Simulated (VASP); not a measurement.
# Ge2Sb2Te5 in VASP: further runs

Ge2Sb2Te5 is run at these levels: PBE+D3(BJ), LDA, PBE, PBEsol; tasks: single point.

All numbers are computed with VASP 6.6.1; they aren't measurements. Logs are shortened: lines on timing, memory, paths and dates and some standing lists are left out, and cuts for length are marked.

## (1) The cell of the first run

Symmetry: Cm, No. 8, monoclinic system. The conventional cell has a = 13.358 Å, b = 6.034 Å, c = 9.430 Å, α = 90.00°, β = 134.63°, γ = 90.00°. Te (site symmetry m) has 2 Ge at 2.84 to 3.25 Å and 3 Sb at 3.00 to 3.02 Å within 3.7 Å. Within 3.9 Å of Te (site symmetry m) lie 2 Sb at 2.95 to 3.12 Å and 3 Ge at 3.03 to 3.06 Å. Te (site symmetry m) has 3 Ge at 2.76 to 3.02 Å and 2 Sb at 3.16 to 3.17 Å within 3.6 Å. Within 3.7 Å of Te (site symmetry m) lie 2 Ge at 2.82 to 3.02 Å and 2 Sb at 2.92 to 3.10 Å. Te (site symmetry m) has 2 Ge at 2.92 to 3.21 Å and 3 Sb at 3.02 to 3.04 Å within 3.8 Å. Sb (site symmetry m) has 6 Te at 2.95 to 3.17 Å within 3.9 Å. Sb (site symmetry m) has 6 Te at 2.92 to 3.16 Å within 3.8 Å. Within 3.6 Å of Ge (site symmetry m) lie 6 Te at 2.76 to 3.25 Å.

## (2) Single point, PBE+D3(BJ)

Input file INCAR:

```
PREC = Accurate
ENCUT = 520
EDIFF = 1E-6
ISMEAR = -1
SIGMA = 0.05
LREAL = F
LASPH = T
NELM = 100
ALGO = Normal
ISIF = 2
LWAVE = F
LCHARG = T
GGA = PE
IVDW = 12
LELF = T
LVHAR = T
NBANDS = 44
```

Input file KPOINTS:

```
regular mesh
0
Gamma
  5 5 4
```

Input file POSCAR:

```
Ge2Sb2Te5
1.0
    6.7115766968     -3.0168015232     -0.0313325038
    6.7115766968      3.0168015232     -0.0313325038
   -6.7349411950      0.0000000000      6.7102666718
Te Sb Ge
5 2 2
Direct
    0.5991148351      0.5991148351      0.3980549488
    0.7946272781      0.7946272781      0.1814506101
   -0.0031508138     -0.0031508138     -0.0039041500
    0.2122971248      0.2122971248      0.8143266352
    0.4139407983      0.4139407983      0.6036482317
    0.8934274248      0.8934274248      0.5748314780
    0.1156225992      0.1156225992      0.4258977157
    0.2757722430      0.2757722430      0.1899910570
    0.4983485104      0.4983485104      0.0157034735
```

Potentials or basis: VASP PAW PBE potentials, release 64 (Te, Sb, Ge_d).

Launch:

```
> cat potpaw_PBE.64/Te/POTCAR potpaw_PBE.64/Sb/POTCAR potpaw_PBE.64/Ge_d/POTCAR > POTCAR
> mpirun -np 1 vasp_std > vasp.out
```

OUTCAR:

```text
PREC = Accurate
   ENCUT = 520
   EDIFF = 1E-6
   ISMEAR = -1
   LREAL = F
   LASPH = T
   NELM = 100
   ISIF = 2
   GGA = PE
   IVDW = 12
 IVDW          = 12

 ion  position               nearest neighbor table
   1  0.599  0.599  0.398-   9 2.84   6 3.00   7 3.02   7 3.02   8 3.25
   2  0.795  0.795  0.181-   6 2.95   8 3.03   8 3.03   9 3.06   7 3.12
   3  0.997  0.997  0.996-   8 2.76   9 3.02   9 3.02   7 3.16   6 3.17
   4  0.212  0.212  0.814-   9 2.82   7 2.92   8 3.02   6 3.10
   5  0.414  0.414  0.604-   8 2.92   6 3.02   6 3.02   7 3.04   9 3.21
   6  0.893  0.893  0.575-   2 2.95   1 3.00   5 3.02   5 3.02   4 3.10   3 3.17
   7  0.116  0.116  0.426-   4 2.92   1 3.02   1 3.02   5 3.04   2 3.12   3 3.16
   8  0.276  0.276  0.190-   3 2.76   5 2.92   4 3.02   2 3.03   2 3.03   1 3.25
   9  0.498  0.498  0.016-   4 2.82   1 2.84   3 3.02   3 3.02   2 3.06   5 3.21

  Warning from LATTYP: Got some problem with cell dimensions!
  Tried to take original basis but could not verify dimensions!
  LATTYP: Found a base centered monoclinic cell.
 ALAT       =    13.3579500703
 B/A-ratio  =     0.4516863003
 C/A-ratio  =     0.7059382681
 COS(beta)  =    -0.7024647674

  Lattice vectors:

 A1 = (  -0.0233644982,  -3.0168015232,   6.6789341680)
 A2 = (  -0.0233644982,   3.0168015232,   6.6789341680)
 A3 = (  -6.6882121986,   0.0000000000,  -6.6476016642)

Analysis of symmetry for initial positions (statically):
=====================================================================
 Subroutine PRICEL returns:
 Original cell was already a primitive cell.

 Routine SETGRP: Setting up the symmetry group for a
 base centered monoclinic supercell.

 Subroutine GETGRP returns: Found  2 space group operations
 (whereof  2 operations were pure point group operations)
 out of a pool of  4 trial point group operations.

The static configuration has the point symmetry C_1h.

Analysis of symmetry for dynamics (positions and initial velocities):
=====================================================================
 Subroutine PRICEL returns:
 Original cell was already a primitive cell.

 Routine SETGRP: Setting up the symmetry group for a
 base centered monoclinic supercell.

 Subroutine GETGRP returns: Found  2 space group operations
 (whereof  2 operations were pure point group operations)
 out of a pool of  4 trial point group operations.

The dynamic configuration has the point symmetry C_1h.

 Subroutine INISYM returns: Found  2 space group operations
 (whereof  2 operations are pure point group operations),
[... 116 lines left out ...]
   ISIF   =      2    stress and relaxation
   ISYM   =      2    0-nonsym 1-usesym 2-fastsym
   POTIM  = 0.5000    time-step for ionic-motion
   TEBEG  =    0.0;   TEEND  =   0.0 temperature during run
   PSTRESS=    0.0 pullay stress
   NELECT =      68.0000    total number of electrons
   NUPDOWN=      -1.0000    fix difference up-down
   EMIN   =  10.00;   EMAX   =-10.00  energy-range for DOS
   EFERMI =   0.00;   METHOD = LEGACY
   ISMEAR =    -1;   SIGMA  =   0.05  broadening in eV -4-tet -1-fermi 0-gaus
   EFERMI_NEDOS =   21; number of points for ismear=-14 and -15
   IALGO  =     38    algorithm
   IMIX   =      4    mixing-type and parameters
     AMIX     =   0.40;   BMIX     =  1.00
     AMIX_MAG =   1.60;   BMIX_MAG =  1.00
  volume/ion in A,a.u.               =      30.05       202.79
  Fermi-wavevector in a.u.,A,eV,Ry     =   1.033263  1.952583 14.526008  1.067631
  Thomas-Fermi vector in A             =   2.167501
   LORBIT       =      0    0 simple, 1 ext, 2 COOP (PROOUT), +10 PAW based schemes
   GGA     = PE    functional components
   LHFCALC =     F    Hartree Fock is set to
   AEXX    =    0.0000 exact exchange contribution
   IVDW    =    12    specifies the selected vdW correction
   LEPSILON=     F    determine dielectric tensor
   LRPA    =     F    only Hartree local field effects (RPA)
 non-spin polarized calculation
  energy-cutoff  :      520.00
  volume of cell :      270.46
 maximum number of plane-waves:      7323
   NGX = 27   NGY = 27   NGZ = 35

 number of electron      67.9999992 magnetization

 Free energy of the ion-electron system (eV)
  ---------------------------------------------------
  ext. energy  EPLUGINS =         0.00000000
  ---------------------------------------------------
  free energy    TOTEN  =       -33.51522935 eV

  energy without entropy =      -33.50669476  energy(sigma->0) =      -33.51096205

 E-fermi :   6.0693     XC(G=0):  -9.4244

 val. band max:        6.0248408802   @ k =  -0.2000   0.4000   0.2500
 cond. band min:       6.1592939789   @ k =  -0.4000   0.2000   0.0000
 fundamental gap:      0.1344530987
 Fermi energy:         6.0693089545

 k-point     1 :       0.0000    0.0000    0.0000
  band No.  band energies     occupation
      1     -18.6865      2.00000
      2     -18.6776      2.00000
      3     -18.6764      2.00000
      4     -18.6728      2.00000
      5     -18.6728      2.00000
      6     -18.6662      2.00000
[... 1117 lines left out ...]
     43      10.1139      0.00000
     44      10.6162      0.00000

 [... further k-points ...]

------------------------ aborting loop because EDIFF is reached ----------------------------------------

 Edisp (eV)   -3.75065

 E8    (eV) :    -1.7209

  FORCE on cell =-STRESS in cart. coord.  units (eV):
  Direction    XX          YY          ZZ          XY          YZ          ZX
  --------------------------------------------------------------------------------------
  -------------------------------------------------------------------------------------
  Total      -0.03911    -0.05920    -0.04499     0.00000     0.00000     0.01262
  in kB      -0.23166    -0.35068    -0.26649     0.00000     0.00000     0.07477
  external pressure =       -0.28 kB  Pullay stress =        0.00 kB

 VOLUME and BASIS-vectors are now :
 -----------------------------------------------------------------------------
  energy-cutoff  :      520.00
  volume of cell :      270.46
      direct lattice vectors                 reciprocal lattice vectors
     6.711576697 -3.016801523 -0.031332504     0.074848854 -0.165738447  0.075124083
     6.711576697  3.016801523 -0.031332504     0.074848854  0.165738447  0.075124083
    -6.734941195  0.000000000  6.710266672     0.000698989  0.000000000  0.149726933

 POSITION                                       TOTAL-FORCE (eV/Angst)
 -----------------------------------------------------------------------------------
      5.36113      0.00000      2.63351        -0.003524      0.000000      0.006838
      9.44434      0.00000      1.16779         0.008816      0.000000     -0.001578
      6.67221      0.00000      6.62160        -0.007250      0.000000     -0.001146
     -2.63475      0.00000      5.45105        -0.008913      0.000000      0.000385
      1.49086      0.00000      4.02470        -0.001766      0.000000      0.009295
      8.12116      0.00000      3.80129         0.006210      0.000000      0.012050
     -1.31638      0.00000      2.85064        -0.009134      0.000000     -0.006708
      2.42215      0.00000      1.25761         0.014308      0.000000     -0.009191
      6.58365      0.00000      0.07415         0.001253      0.000000     -0.009945
 -----------------------------------------------------------------------------------
    total drift:                               -0.001388      0.000000      0.000144

  FREE ENERGIE OF THE ION-ELECTRON SYSTEM (eV)
  ---------------------------------------------------
  free  energy   TOTEN  =       -37.2658768233 eV

  energy  without entropy=      -37.2573422334  energy(sigma->0) =      -37.26160953
```

OSZICAR:

```text
N       E                     dE             d eps       ncg     rms          rms(c)
DAV:   1     0.607947104681E+03    0.60795E+03   -0.27564E+04  3680   0.207E+03
DAV:   2     0.663975412831E+02   -0.54155E+03   -0.51962E+03  3104   0.598E+02
DAV:   3    -0.273886516465E+02   -0.93786E+02   -0.91173E+02  3432   0.154E+02
DAV:   4    -0.335350148215E+02   -0.61464E+01   -0.60629E+01  3524   0.463E+01
DAV:   5    -0.337562566438E+02   -0.22124E+00   -0.22054E+00  4152   0.903E+00    0.114E+01
DAV:   6    -0.334982082748E+02    0.25805E+00   -0.59150E-01  3752   0.316E+00    0.786E+00
DAV:   7    -0.335207661334E+02   -0.22558E-01   -0.32529E-01  3536   0.197E+00    0.148E+00
DAV:   8    -0.335142252139E+02    0.65409E-02   -0.43515E-02  3332   0.924E-01    0.793E-01
DAV:   9    -0.335151542039E+02   -0.92899E-03   -0.76187E-03  3696   0.341E-01    0.164E-01
DAV:  10    -0.335151928204E+02   -0.38616E-04   -0.59700E-04  3480   0.107E-01    0.666E-02
DAV:  11    -0.335152281073E+02   -0.35287E-04   -0.11536E-04  3424   0.515E-02    0.361E-02
DAV:  12    -0.335152297964E+02   -0.16892E-05   -0.14363E-05  3016   0.164E-02    0.130E-02
DAV:  13    -0.335152293472E+02    0.44927E-06   -0.26408E-06  2784   0.779E-03
   1 F= -.37265877E+02 E0= -.37261610E+02  d E =-.853459E-02
```

stdout:

```text
POSCAR found type information on POSCAR TeSbGe
 POSCAR found :  3 types and       9 ions
 scaLAPACK will be used
 LDA part: xc-table for (Slater+PW92), standard interpolation
 POSCAR, INCAR and KPOINTS ok, starting setup
 FFT: planning ... GRIDC
 FFT: planning ... GRID_SOFT
 FFT: planning ... GRID
 WAVECAR not read
 entering main loop
```

It took 6 min on 1 thread of Intel Xeon 6975P-C (Granite Rapids), shared host; peak memory 0.69 GiB.

Results:

| Quantity | Value |
| --- | --- |
| Free energy | -37.2659 eV |
| Pressure | 0.0 GPa |
| Largest force | 0.017 eV/Å |
| Band gap on the k mesh | 0.13 eV, indirect (least direct gap 0.24 eV) |
| Dispersion energy per atom | -0.417 eV |

Forces in eV/Å, atoms in the order of the input:
```
Te  -0.004  0.000  0.007
Te   0.009  0.000 -0.002
Te  -0.007  0.000 -0.001
Te  -0.009  0.000  0.000
Te  -0.002  0.000  0.009
Sb   0.006  0.000  0.012
Sb  -0.009  0.000 -0.007
Ge   0.014  0.000 -0.009
Ge   0.001  0.000 -0.010
```

Caveat: spin-orbit coupling is left out, which moves the levels of the heavy elements. A k mesh can miss the band edges.

(Part 1 of 3 ends here.)
